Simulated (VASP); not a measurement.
Crystal: In3GaAsP3.

```
In Ga P As
1.0
    11.64701    0.00000    0.00000
     0.00000   11.64701    0.00000
     0.00000    0.00000   11.64701
In Ga P As
24 8 24 8
Direct
  0.99916 0.00267 0.99859
  0.99933 0.49813 0.00019
  0.99895 0.49960 0.50051
  0.50129 0.00092 0.99943
  0.49626 0.50147 0.99913
  0.25027 0.74832 0.99994
  0.24871 0.75350 0.50059
  0.75146 0.24945 0.00217
  0.75089 0.24871 0.50106
  0.75120 0.75188 0.99767
  0.75112 0.74711 0.50033
  0.24830 0.99694 0.75073
  0.25165 0.50132 0.25113
  0.25032 0.49798 0.74780
  0.74687 0.99915 0.24874
  0.74892 0.99762 0.74942
  0.74692 0.50152 0.24992
  0.74728 0.50141 0.74946
  0.99994 0.24913 0.24781
  0.00068 0.74805 0.25155
  0.00119 0.74806 0.74774
  0.50013 0.24688 0.24956
  0.50043 0.24976 0.75312
  0.50123 0.75091 0.24529
  0.00035 0.00346 0.49836
  0.49877 0.99886 0.50207
  0.49981 0.49881 0.49978
  0.24679 0.24977 0.00103
  0.24906 0.24890 0.49884
  0.24939 0.99590 0.25378
  0.00236 0.25010 0.75178
  0.50527 0.75352 0.74934
  0.12386 0.12777 0.12541
  0.12392 0.12846 0.62638
  0.12600 0.62319 0.12961
  0.12387 0.62750 0.62667
  0.62263 0.12341 0.12372
  0.62496 0.62117 0.12405
  0.62640 0.62607 0.62480
  0.37550 0.37228 0.62599
  0.37579 0.87455 0.62486
  0.87529 0.37603 0.12749
  0.87564 0.87820 0.12782
  0.37520 0.12523 0.37230
  0.37498 0.12620 0.87463
  0.37549 0.62499 0.37453
  0.37739 0.62412 0.87281
  0.87487 0.62442 0.37534
  0.87291 0.62425 0.87804
  0.12494 0.37036 0.37520
  0.12529 0.37607 0.87505
  0.12629 0.87853 0.37419
  0.12635 0.87431 0.87645
  0.62738 0.37706 0.37805
  0.62524 0.37357 0.87726
  0.62567 0.87562 0.37660
  0.62648 0.12482 0.62717
  0.37505 0.37309 0.12667
  0.37215 0.87484 0.12490
  0.87687 0.37604 0.62407
  0.87657 0.87367 0.62376
  0.87500 0.12471 0.37604
  0.87813 0.12396 0.87625
  0.62461 0.87278 0.87482
```

| Item | Value |
| --- | --- |
| Program | VASP 6.6.1 |
| Task | relaxation of volume and atoms at fixed shape |
| Functional | PBEsol |
| Potentials or basis | VASP PAW PBE potentials, release 64 (In_d, Ga_d, P, As) |
| Cutoff | 500 eV |
| k mesh | 1 × 1 × 1, shifted |
| Occupations | fermi-dirac, width 0.05 eV |
| Spin | no spin polarisation |

At the start: pressure 0.7 GPa; volume 24.69 Å³/atom.

**Question.** How do energy, volume and symmetry change on relaxing?

**Answer.** Over 16 steps the energy falls by 45.0 meV/atom and the volume is 24.62 Å³/atom (-0.3 %); space group P1 (No. 1, to 0.1 Å) before and after.

The path:
```tsv
step	energy change (eV)	largest force (eV/Å)	pressure (GPa)	volume (Å³)
1	0.0000	1.6054	0.70	1579.95
2	-1.7179	0.8397	-0.78	1604.74
3	-1.9785	0.7185	-1.46	1619.34
4	-2.5232	0.5382	0.45	1568.91
5	-2.5265	0.5375	0.63	1564.57
6	-2.7590	0.2512	0.17	1573.22
7	-2.7838	0.3158	-0.01	1577.06
8	-2.8409	0.1231	-0.07	1577.97
9	-2.8550	0.2004	-0.10	1578.70
10	-2.8676	0.0705	0.10	1573.74
11	-2.8679	0.0501	0.14	1572.78
12	-2.8729	0.0770	-0.07	1577.77
13	-2.8729	0.0714	-0.05	1577.26
14	-2.8758	0.0324	-0.02	1576.71
15	-2.8766	0.0342	0.00	1576.18
16	-2.8779	0.0219	0.02	1575.79
```

Final structure:
```
CELL_PARAMETERS angstrom
11.63678 0.00000 0.00000
0.00000 11.63678 0.00000
0.00000 0.00000 11.63678
ATOMIC_POSITIONS crystal
In 0.00827 0.00025 0.00493
In 0.00308 0.49436 0.99892
In 0.00568 0.49946 0.49912
In 0.49426 0.00573 0.00042
In 0.49873 0.50392 0.99571
In 0.25115 0.74787 0.99761
In 0.25444 0.75510 0.50066
In 0.75044 0.25297 0.00208
In 0.74690 0.25208 0.50060
In 0.75183 0.74773 0.00137
In 0.74315 0.74866 0.50014
In 0.25129 0.00272 0.74635
In 0.25131 0.49862 0.25537
In 0.25253 0.49445 0.74688
In 0.74657 0.99693 0.25192
In 0.75099 0.99952 0.74587
In 0.74786 0.49974 0.25355
In 0.74439 0.50337 0.75088
In 0.00971 0.25037 0.24907
In 0.00335 0.75510 0.25397
In 0.00350 0.74771 0.75060
In 0.49560 0.24568 0.25842
In 0.49136 0.25388 0.74837
In 0.49989 0.74824 0.25690
Ga 0.01194 0.00590 0.49940
Ga 0.49017 0.99525 0.49759
Ga 0.49502 0.49801 0.50156
Ga 0.24486 0.24408 0.99684
Ga 0.25115 0.24565 0.50016
Ga 0.24770 0.00796 0.25810
Ga 0.01202 0.24803 0.74710
Ga 0.49561 0.74660 0.74049
P 0.14028 0.12527 0.12700
P 0.12550 0.13134 0.61854
P 0.12587 0.62357 0.12702
P 0.12937 0.62555 0.62408
P 0.62441 0.12614 0.12731
P 0.62343 0.62495 0.12679
P 0.60927 0.62159 0.62250
P 0.37191 0.37251 0.60951
P 0.38496 0.87636 0.62582
P 0.87645 0.37466 0.12940
P 0.87540 0.87563 0.12559
P 0.36665 0.11744 0.38476
P 0.36540 0.13283 0.87853
P 0.37998 0.61848 0.38367
P 0.37924 0.63075 0.86362
P 0.87562 0.62547 0.37622
P 0.87674 0.62276 0.87502
P 0.13488 0.36704 0.38309
P 0.12820 0.36102 0.87356
P 0.12905 0.88969 0.37704
P 0.12773 0.87500 0.87311
P 0.61585 0.38223 0.38289
P 0.62222 0.37397 0.87404
P 0.61529 0.88156 0.38257
As 0.61138 0.11798 0.61723
As 0.36720 0.36686 0.11666
As 0.36587 0.88165 0.13658
As 0.88249 0.37080 0.63364
As 0.88622 0.87975 0.61474
As 0.88257 0.12048 0.37909
As 0.88518 0.13093 0.86966
As 0.61560 0.86695 0.86750
```

Caveat: the PAW data sets were made with another functional, which shifts forces and pressure a little.
